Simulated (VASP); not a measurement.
The system is BAs.

```
B As
1.0
     4.29627    0.00000    0.00000
     0.00000    4.29627    0.00000
     0.00000    0.00000   12.98153
B As
8 8
Cartesian
  1.8561 3.7975 12.1842
  1.6493 0.2920 2.4480
  0.2920 1.6493 10.5335
  3.7975 1.8561 0.7974
  2.4402 0.4988 5.6934
  2.6469 4.0042 8.9388
  4.0042 2.6469 4.0427
  0.4988 2.4402 7.2881
  0.2920 2.6469 12.1842
  0.4988 1.8561 2.4480
  1.8561 0.4988 10.5335
  2.6469 0.2920 0.7974
  4.0042 1.6493 5.6934
  3.7975 2.4402 8.9388
  2.4402 3.7975 4.0427
  1.6493 4.0042 7.2881
```

The cell was generated, and may not be a known phase.

| Item | Value |
| --- | --- |
| Program | VASP 6.6.1 |
| Task | relaxation of cell and atoms |
| Functional | PBE |
| Potentials or basis | VASP PAW PBE potentials, release 64 (B, As) |
| Cutoff | 600 eV |
| k mesh | 4 × 4 × 2 |
| Occupations | gaussian, width 0.1 eV |
| Spin | no spin polarisation |

At the start: pressure 13.4 GPa; volume 14.98 Å³/atom.

Q: Where does the relaxation end?

A: Over 30 steps the energy falls by 138.9 meV/atom and the volume is 16.78 Å³/atom (+12.0 %); space group P4_32_12 (No. 96, to 0.1 Å) before and after.

The path:
```tsv
step	energy change (eV)	largest force (eV/Å)	pressure (GPa)	volume (Å³)
1	0.0000	0.8644	13.43	239.61
2	-0.5450	1.0745	-6.99	285.21
3	-1.4036	0.6413	0.10	263.11
4	-1.4037	0.6285	0.30	262.62
5	-1.5414	0.4221	-1.03	265.17
6	-1.5508	0.5151	-1.45	266.05
7	-1.6629	0.3961	-0.61	263.09
8	-1.7133	0.3291	0.56	259.15
9	-1.7846	0.2348	0.66	258.68
10	-1.7882	0.2933	0.69	258.54
11	-1.8813	0.2474	0.33	260.78
12	-2.0389	0.3012	-0.99	267.46
13	-2.0426	0.3480	-1.35	268.99
14	-2.0918	0.2166	0.35	265.64
15	-2.0931	0.2281	0.11	266.10
16	-2.1398	0.2057	0.32	265.47
17	-2.1789	0.2287	0.94	263.56
18	-2.1839	0.2057	0.80	264.03
19	-2.1960	0.1713	-0.43	267.58
20	-2.2015	0.0917	0.00	266.30
21	-2.2071	0.0897	0.07	266.75
22	-2.2079	0.1307	0.11	267.01
23	-2.2114	0.0957	0.07	267.46
24	-2.2143	0.0425	-0.03	268.37
25	-2.2160	0.0411	-0.07	268.49
26	-2.2193	0.0509	-0.19	268.86
27	-2.2181	0.0710	-0.45	269.60
28	-2.2201	0.0591	-0.29	269.14
29	-2.2215	0.0434	-0.15	268.81
30	-2.2223	0.0342	0.02	268.44
```

Final structure:
```cif
data_structure
_symmetry_space_group_name_H-M 'P 1'
_symmetry_Int_Tables_number 1
_cell_length_a 4.4330
_cell_length_b 4.4330
_cell_length_c 13.6596
_cell_angle_alpha 90.000
_cell_angle_beta 90.000
_cell_angle_gamma 90.000
_cell_volume 268.44
loop_
_atom_site_label
_atom_site_type_symbol
_atom_site_fract_x
_atom_site_fract_y
_atom_site_fract_z
_atom_site_occupancy
B1 B 0.35246 0.87985 0.94809 1
B2 B 0.37985 0.14754 0.19809 1
B3 B 0.14754 0.37985 0.80191 1
B4 B 0.87985 0.35246 0.05191 1
B5 B 0.64754 0.12015 0.44809 1
B6 B 0.62015 0.85246 0.69809 1
B7 B 0.85246 0.62015 0.30191 1
B8 B 0.12015 0.64754 0.55191 1
As1 As 0.03431 0.57138 0.93319 1
As2 As 0.07138 0.46569 0.18319 1
As3 As 0.46569 0.07138 0.81681 1
As4 As 0.57138 0.03431 0.06681 1
As5 As 0.96569 0.42862 0.43319 1
As6 As 0.92862 0.53431 0.68319 1
As7 As 0.53431 0.92862 0.31681 1
As8 As 0.42862 0.96569 0.56681 1
```

Caveat: the k points lie up to 0.35 Å⁻¹ apart in the final cell.
